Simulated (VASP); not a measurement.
# HfB (Fm-3m) in VASP: single point with PBE

Aim: the single point of HfB with PBE.

Everything below comes from runs of VASP 6.6.1. Logs are shortened: lines on timing, memory, paths and dates and some standing lists are left out, and cuts for length are marked.

## (1) The cell of the first run

The structure is cubic, space group Fm-3m (No. 225). Conventional cell: a = 4.620 Å, b = 4.620 Å, c = 4.620 Å, α = 90.00°, β = 90.00°, γ = 90.00°. Within 3.1 Å of Hf (site symmetry m-3m) lie 6 B at 2.31 Å. Within 3.1 Å of B (site symmetry m-3m) lie 6 Hf at 2.31 Å.

## (2) Single point, PBE, collinear spin, ferromagnetic start

The input, INCAR:

```
  PREC = Accurate
  ENCUT = 520
  EDIFF = 1E-6
  ISMEAR = -1
  SIGMA = 0.05
  LREAL = F
  LASPH = T
  NELM = 150
  ALGO = Normal
  ISIF = 2
  LWAVE = F
  LCHARG = F
  ISPIN = 2
  MAGMOM = 1.2 0
  LORBIT = 11
  NUPDOWN = 1.2
  LMAXMIX = 4
  GGA = PE
  NBANDS = 18
```

The input, KPOINTS:

```
regular mesh
0
Gamma
  11 11 11
```

The input, POSCAR:

```
HfB
1.0
    0.0000000000      2.3100000000      2.3100000000
    2.3100000000      0.0000000000      2.3100000000
    2.3100000000      2.3100000000      0.0000000000
Hf B
1 1
Direct
    0.5000000000      0.5000000000      0.5000000000
    0.0000000000      0.0000000000      0.0000000000
```

Potentials or basis: VASP PAW PBE potentials, release 64 (Hf_pv, B).

Launch:

```bash
> cat potpaw_PBE.64/Hf_pv/POTCAR potpaw_PBE.64/B/POTCAR > POTCAR
> mpirun -np 1 vasp_std > vasp.out
```

OUTCAR:

```text
PREC = Accurate
   ENCUT = 520
   EDIFF = 1E-6
   ISMEAR = -1
   LREAL = F
   LASPH = T
   NELM = 150
   ISIF = 2
   ISPIN = 2
   LORBIT = 11
   NUPDOWN = 1.2
   GGA = PE

 ion  position               nearest neighbor table
   1  0.500  0.500  0.500-   2 2.31   2 2.31   2 2.31   2 2.31   2 2.31   2 2.31
   2  0.000  0.000  0.000-   1 2.31   1 2.31   1 2.31   1 2.31   1 2.31   1 2.31

  LATTYP: Found a face centered cubic cell.
 ALAT       =     4.6200000000

  Lattice vectors:

 A1 = (   0.0000000000,   2.3100000000,   2.3100000000)
 A2 = (   2.3100000000,   0.0000000000,   2.3100000000)
 A3 = (   2.3100000000,   2.3100000000,   0.0000000000)

Analysis of symmetry for initial positions (statically):
=====================================================================
 Subroutine PRICEL returns:
 Original cell was already a primitive cell.

 Routine SETGRP: Setting up the symmetry group for a
 face centered cubic supercell.

 Subroutine GETGRP returns: Found 48 space group operations
[... 9 lines left out ...]

 Routine SETGRP: Setting up the symmetry group for a
 face centered cubic supercell.

 Subroutine GETGRP returns: Found 48 space group operations
 (whereof 48 operations were pure point group operations)
 out of a pool of 48 trial point group operations.

The dynamic configuration has the point symmetry O_h .

Analysis of structural, dynamic, and magnetic symmetry:
=====================================================================
 Subroutine PRICEL returns:
 Original cell was already a primitive cell.

 Routine SETGRP: Setting up the symmetry group for a
 face centered cubic supercell.

 Subroutine GETGRP returns: Found 48 space group operations
 (whereof 48 operations were pure point group operations)
 out of a pool of 48 trial point group operations.

The overall configuration has the point symmetry O_h .

 Subroutine INISYM returns: Found 48 space group operations
[... 5 lines left out ...]
                                     Primitive cell

  volume of cell :      24.6528

  direct lattice vectors                    reciprocal lattice vectors
     0.000000000  2.310000000  2.310000000    -0.216450216  0.216450216  0.216450216
     2.310000000  0.000000000  2.310000000     0.216450216 -0.216450216  0.216450216
     2.310000000  2.310000000  0.000000000     0.216450216  0.216450216 -0.216450216

  length of vectors
     3.266833329  3.266833329  3.266833329     0.374902772  0.374902772  0.374902772

  position of ions in fractional coordinates (direct lattice)
     0.500000000  0.500000000  0.500000000
     0.000000000  0.000000000  0.000000000

  ion indices of the primitive-cell ions
   primitive index   ion index
                 1           1
                 2           2

----------------------------------------------------------------------------------------

 KPOINTS: regular mesh

Automatic generation of k-mesh.
 Grid dimensions read from file:
 generate k-points for:   11   11   11

 Generating k-lattice:

  Cartesian coordinates                     Fractional coordinates (reciprocal lattice)
    -0.019677292  0.019677292  0.019677292     0.090909091  0.000000000  0.000000000
     0.019677292 -0.019677292  0.019677292     0.000000000  0.090909091  0.000000000
     0.019677292  0.019677292 -0.019677292     0.000000000  0.000000000  0.090909091

  Length of vectors
     0.034082070  0.034082070  0.034082070

  Shift w.r.t. Gamma in fractional coordinates (k-lattice)
     0.000000000  0.000000000  0.000000000

 Subroutine IBZKPT returns following result:
 ===========================================

 Found     56 irreducible k-points:

 Following reciprocal coordinates:
            Coordinates               Weight
  0.000000  0.000000  0.000000      1.000000
  0.090909  0.000000  0.000000      8.000000
  0.181818  0.000000  0.000000      8.000000
  0.272727  0.000000  0.000000      8.000000
  0.363636  0.000000  0.000000      8.000000
  0.454545  0.000000  0.000000      8.000000
[... 16 lines left out ...]
 -0.272727  0.181818  0.000000     24.000000
 -0.181818  0.181818  0.000000     12.000000
 [... further k-points ...]
   k-points           NKPTS =     56   k-points in BZ     NKDIM =     56   number of bands    NBANDS=     18
   number of dos      NEDOS =    301   number of ions     NIONS =      2
   total plane-waves  NPLWV =  13824
   dimension x,y,z NGX =    24 NGY =   24 NGZ =   24
   dimension x,y,z NGXF=    48 NGYF=   48 NGZF=   48
   ions per type =               1   1
   NGX,Y,Z   is equivalent  to a cutoff of  12.21, 12.21, 12.21 a.u.
   NGXF,Y,Z  is equivalent  to a cutoff of  24.43, 24.43, 24.43 a.u.
 SYSTEM =  unknown system
   PREC   = accura    normal or accurate (medium, high low for compatibility)
   ISTART =      0    job   : 0-new  1-cont  2-samecut
   ICHARG =      2    charge: 1-file 2-atom 10-const
   ISPIN  =      2    spin polarized calculation?
   LNONCOLLINEAR =      F non collinear calculations
   LSORBIT =      F    spin-orbit coupling
   LASPH  =      T    aspherical Exc in radial PAW
   ENCUT  =  520.0 eV  38.22 Ry    6.18 a.u.   6.07  6.07  6.07*2*pi/ulx,y,z
   NELM   =    150;   NELMIN=  2; NELMDL= -5     # of ELM steps
   EDIFF  = 0.1E-05   stopping-criterion for ELM
   LREAL  =      F    real-space projection
   EDIFFG = 0.1E-04   stopping-criterion for IOM
   NSW    =      0    number of steps for IOM
   IBRION =     -1    ionic relax: 0-MD 1-quasi-New 2-CG
   NFREE  =      0    steps in history (QN), initial steepest desc. (CG)
   ISIF   =      2    stress and relaxation
   ISYM   =      2    0-nonsym 1-usesym 2-fastsym
   POTIM  = 0.5000    time-step for ionic-motion
   TEBEG  =    0.0;   TEEND  =   0.0 temperature during run
   PSTRESS=    0.0 pullay stress
   NELECT =      13.0000    total number of electrons
   NUPDOWN=       1.2000    fix difference up-down
   EMIN   =  10.00;   EMAX   =-10.00  energy-range for DOS
   EFERMI =   0.00;   METHOD = LEGACY
   ISMEAR =    -1;   SIGMA  =   0.05  broadening in eV -4-tet -1-fermi 0-gaus
   EFERMI_NEDOS =   21; number of points for ismear=-14 and -15
   IALGO  =     38    algorithm
   IMIX   =      4    mixing-type and parameters
     AMIX     =   0.40;   BMIX     =  1.00
     AMIX_MAG =   1.60;   BMIX_MAG =  1.00
  volume/ion in A,a.u.               =      12.33        83.18
  Fermi-wavevector in a.u.,A,eV,Ry     =   1.322617  2.499383 23.800871  1.749315
  Thomas-Fermi vector in A             =   2.452285
   LORBIT       =     11    0 simple, 1 ext, 2 COOP (PROOUT), +10 PAW based schemes
   GGA     = PE    functional components
   LHFCALC =     F    Hartree Fock is set to
   AEXX    =    0.0000 exact exchange contribution
   IVDW    =     0    specifies the selected vdW correction
   LEPSILON=     F    determine dielectric tensor
   LRPA    =     F    only Hartree local field effects (RPA)
 spin polarized calculation
  energy-cutoff  :      520.00
  volume of cell :       24.65
 maximum number of plane-waves:       674
   NGX = 13   NGY = 13   NGZ = 13

 number of electron      13.0000002 magnetization       1.2000000

 Free energy of the ion-electron system (eV)
  ---------------------------------------------------
  ext. energy  EPLUGINS =         0.00000000
  ---------------------------------------------------
  free energy    TOTEN  =       -16.50670505 eV

  energy without entropy =      -16.49710555  energy(sigma->0) =      -16.50190530

 E-fermi :   4.7619     XC(G=0): -12.2903

 val. band max:        7.1084064410   @ k =   0.0000   0.0000   0.0000
 cond. band min:       4.7764728865   @ k =   0.3636   0.2727   0.0000
 fundamental gap:     -2.3319335545
 Fermi energy:         7.2203541538

 spin component 1

 k-point     1 :       0.0000    0.0000    0.0000
  band No.  band energies     occupation
      1     -23.2988      1.00000
      2     -23.2988      1.00000
      3     -23.2988      1.00000
      4      -4.7946      1.00000
      5       7.1084      0.90370
      6       7.1084      0.90370
[... 10 lines left out ...]
     17      30.4711      0.00000
     18      30.4711      0.00000

 k-point     2 :       0.0909    0.0000    0.0000
  band No.  band energies     occupation
      1     -23.3619      1.00000
      2     -23.3051      1.00000
      3     -23.3051      1.00000
      4      -4.5554      1.00000
      5       6.2757      1.00000
      6       6.7606      0.99990
[... 10 lines left out ...]
     17      29.1164      0.00000
     18      29.1164      0.00000

 k-point     3 :       0.1818    0.0000    0.0000
  band No.  band energies     occupation
      1     -23.5273      1.00000
      2     -23.3219      1.00000
      3     -23.3219      1.00000
      4      -3.8784      1.00000
      5       4.8767      1.00000
      6       5.5517      1.00000
[... 10 lines left out ...]
     17      26.5008      0.00000
     18      26.5008      0.00000

 k-point     4 :       0.2727    0.0000    0.0000
  band No.  band energies     occupation
      1     -23.7360      1.00000
      2     -23.3437      1.00000
      3     -23.3437      1.00000
      4      -2.8741      1.00000
      5       3.4743      1.00000
      6       4.5160      1.00000
[... 375 lines left out ...]
      4      -0.4462      1.00000
      5       1.0958      1.00000
      6       3.6686      1.00000
[... 10 lines left out ...]
     17      22.5294      0.00000
     18      27.7514      0.00000

 k-point    23 :      -0.2727    0.1818    0.0000
  band No.  band energies     occupation
      1     -23.8329      1.00000
      2     -23.5289      1.00000
      3     -23.3610      1.00000
      4      -1.5070      1.00000
      5       2.1265      1.00000
      6       3.8867      1.00000
[... 10 lines left out ...]
     17      23.3672      0.00000
     18      27.3695      0.00000

 k-point    24 :      -0.1818    0.1818    0.0000
  band No.  band energies     occupation
      1     -23.7122      1.00000
      2     -23.4678      1.00000
      3     -23.3321      1.00000
      4      -2.5545      1.00000
      5       3.2605      1.00000
      6       4.2780      1.00000
[... 10 lines left out ...]
     17      25.7570      0.00000
     18      26.1883      0.00000

 [... further k-points ...]

 spin component 2

 k-point     1 :       0.0000    0.0000    0.0000
  band No.  band energies     occupation
      1     -23.0778      1.00000
      2     -23.0778      1.00000
      3     -23.0778      1.00000
      4      -4.0510      1.00000
      5       7.5345      0.00000
      6       7.5345      0.00000
[... 10 lines left out ...]
     17      30.9844      0.00000
     18      30.9844      0.00000

 k-point     2 :       0.0909    0.0000    0.0000
  band No.  band energies     occupation
      1     -23.1385      1.00000
      2     -23.0840      1.00000
      3     -23.0840      1.00000
      4      -3.8119      1.00000
      5       6.8141      0.00000
      6       7.3451      0.00000
[... 10 lines left out ...]
     17      29.6162      0.00000
     18      29.6162      0.00000

 k-point     3 :       0.1818    0.0000    0.0000
  band No.  band energies     occupation
      1     -23.2978      1.00000
      2     -23.1006      1.00000
      3     -23.1006      1.00000
      4      -3.1354      1.00000
      5       5.4896      0.00000
      6       6.2690      0.00000
[... 10 lines left out ...]
     17      27.0154      0.00000
     18      27.0154      0.00000

 k-point     4 :       0.2727    0.0000    0.0000
  band No.  band energies     occupation
      1     -23.4991      1.00000
      2     -23.1223      1.00000
      3     -23.1223      1.00000
      4      -2.1333      1.00000
      5       4.1381      1.00000
      6       5.2532      0.00005
[... 375 lines left out ...]
      4       0.3369      1.00000
      5       1.8092      1.00000
      6       4.3115      0.99988
[... 10 lines left out ...]
     17      23.1804      0.00000
     18      28.4527      0.00000

 k-point    23 :      -0.2727    0.1818    0.0000
  band No.  band energies     occupation
      1     -23.5932      1.00000
      2     -23.3010      1.00000
      3     -23.1397      1.00000
      4      -0.7492      1.00000
      5       2.8733      1.00000
      6       4.4883      0.99581
[... 10 lines left out ...]
     17      23.9744      0.00000
     18      28.0023      0.00000

 k-point    24 :      -0.1818    0.1818    0.0000
  band No.  band energies     occupation
      1     -23.4765      1.00000
      2     -23.2415      1.00000
      3     -23.1114      1.00000
      4      -1.8056      1.00000
      5       4.0176      1.00000
      6       4.8783      0.08876
[... 10 lines left out ...]
     17      26.3179      0.00000
     18      26.6810      0.00000

 [... further k-points ...]
[... 5 lines left out ...]
  --------------------------------------------------------------------------------------
  -------------------------------------------------------------------------------------
  Total        5.4993748      5.4993748      5.4993748      0.0000000     -0.0000000      0.0000000
  in kB      357.4028097    357.4028097    357.4028097      0.0000000     -0.0000000      0.0000000
  external PRESSURE =     357.4028097 kB  Pullay stress =       0.0000000 kB

 VOLUME and BASIS-vectors are now :
 -----------------------------------------------------------------------------
  energy-cutoff  :      520.00
  volume of cell :       24.65
      direct lattice vectors                 reciprocal lattice vectors
     0.000000000  2.310000000  2.310000000    -0.216450216  0.216450216  0.216450216
     2.310000000  0.000000000  2.310000000     0.216450216 -0.216450216  0.216450216
     2.310000000  2.310000000  0.000000000     0.216450216  0.216450216 -0.216450216

 POSITION                                       TOTAL-FORCE (eV/Angst)
 -----------------------------------------------------------------------------------
      2.31000      2.31000      2.31000         0.000000     -0.000000     -0.000000
      0.00000      0.00000      0.00000         0.000000      0.000000      0.000000
 -----------------------------------------------------------------------------------
    total drift:                                0.000000     -0.000000      0.000000

  FREE ENERGIE OF THE ION-ELECTRON SYSTEM (eV)
  ---------------------------------------------------
  free  energy   TOTEN  =       -16.5067050509 eV

  energy  without entropy=      -16.4971055539  energy(sigma->0) =      -16.50190530

 total charge

# of ion       s       p       d       tot
------------------------------------------
    1        0.356   6.691   1.839   8.886
    2        0.796   1.161   0.000   1.957
--------------------------------------------------
tot          1.152   7.852   1.839  10.843

 magnetization (x)

# of ion       s       p       d       tot
------------------------------------------
    1        0.006   0.102   0.402   0.510
    2        0.021   0.365   0.000   0.385
--------------------------------------------------
tot          0.027   0.467   0.402   0.896
```

Run time: 14 s. Hardware: 1 thread of Intel Xeon 6975P-C (Granite Rapids), shared host; peak memory 0.17 GiB.

What came out:

* Free energy: -16.5067 eV
* Pressure: 35.7 GPa
* Net moment: 1.20 μB per cell
* Site moments: Hf +0.51; B +0.39 μB
* Valence electrons inside the program's atomic spheres: Hf 8.89; B 1.96

Caveat: spin-orbit coupling is left out, which moves the levels of the heavy elements; the total moment is fixed, so each spin has its own Fermi level.
